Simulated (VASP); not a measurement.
Set up this calculation in VASP 6.6.1, as the native input.

```
Task                   : single point
Functional             : PBEsol
Dispersion             : D3(BJ)
Potentials or basis    : VASP PAW PBE potentials, release 64 (Fe_sv)
Cutoff                 : 690 eV
k mesh                 : 13 × 13 × 13
Occupations            : methfessel-paxton, width 0.1 eV
Spin                   : collinear spin, ferromagnetic start
Starting moments       : [3.0] μB
Dipole correction      : no
Further INCAR settings : ALGO = Normal; EDIFF = 1e-06; NBANDS = 18
```

The structure of Fe lies in POSCAR:

```
Fe
1.0
   -1.4525565699      1.4525565699      1.4525565699
    1.4525565699     -1.4525565699      1.4525565699
    1.4525565699      1.4525565699     -1.4525565699
Fe
1
Direct
    0.0000000000      0.0000000000      0.0000000000
```

These files were run (other wordings do the same):

INCAR

```
  ALGO = Normal
  EDIFF = 1E-6
  ENCUT = 690
  GGA = PS
  GGA_COMPAT = F
  ISIF = 2
  ISMEAR = 1
  ISPIN = 2
  IVDW = 12
  LASPH = T
  LCHARG = T
  LELF = T
  LMAXMIX = 4
  LORBIT = 11
  LREAL = F
  LVHAR = T
  LWAVE = F
  MAGMOM = 3
  NBANDS = 18
  NELM = 200
  PREC = Accurate
  SIGMA = 0.1
```

KPOINTS

```
k-points
0
Gamma
  13 13 13
```

Potentials or basis: VASP PAW PBE potentials, release 64 (Fe_sv).

Run with:

```sh
$ cat potpaw_PBE.64/Fe_sv/POTCAR > POTCAR
$ mpirun -np 1 vasp_std > vasp.out
```

It gave:

- Pressure: -24.8 GPa
- Net moment: 2.33 μB per cell
- Site moments: Fe +2.33 μB
- Valence electrons inside the program's atomic spheres: Fe 13.70
- Dispersion energy per atom: -0.307 eV

Caveat: the cell stands under tension; the PAW data sets were made with another functional, which shifts forces and pressure a little.

Run time: 41 s on 1 thread of Intel(R) Xeon(R) Platinum 8259CL CPU @ 2.50GHz (Skylake/Cascade Lake), on a shared host, peak memory 0.18 GiB.
